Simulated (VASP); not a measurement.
Runs of VASP 6.6.1 on WS2. The structure is that of space group R3m (No. 160), or close to it. The cells are those of the table. 

| cell | gap on the mesh (eV) | pressure (GPa) | largest force (eV/Å) |
| --- | --- | --- | --- |
| a = 6.015 Å, angles 29.5°, 3 atoms | 0.73 | 24.0 | 2.49 |
| a = 6.856 Å, angles 26.1°, 3 atoms | (b) | -8.5 | 2.09 |
| a = 6.587 Å, angles 27.7°, 3 atoms | 1.09 | (a) | 1.30 |
| a = 6.026 Å, angles 30.1°, 3 atoms | 0.60 | 14.2 | 1.85 |
| a = 5.774 Å, angles 32.7°, 3 atoms | none | (c) | 2.38 |

Alike in all rows: task single point; level PBE+D3(BJ); potentials or basis VASP PAW PBE potentials, release 64 (W_sv, S); no spin polarisation; k mesh 12 × 12 × 12; cutoff (eV) 520; smearing gaussian 0.05 eV.

Question: Estimate the missing entries.

Answer: (a) -7.6; (b) 1.07; (c) 9.4.

Caveats: spin-orbit coupling is left out, which moves the levels of the heavy elements; forces of over 1 eV/Å act on the atoms, so gaps and moduli don't describe the material at rest; the cell stands under pressure (at least some runs); the cell stands under tension (at least some runs).

A k mesh can miss the band edges, and the runs leave out spin-orbit coupling on W.

A gap of «none» marks levels without a gap at the run's occupations.
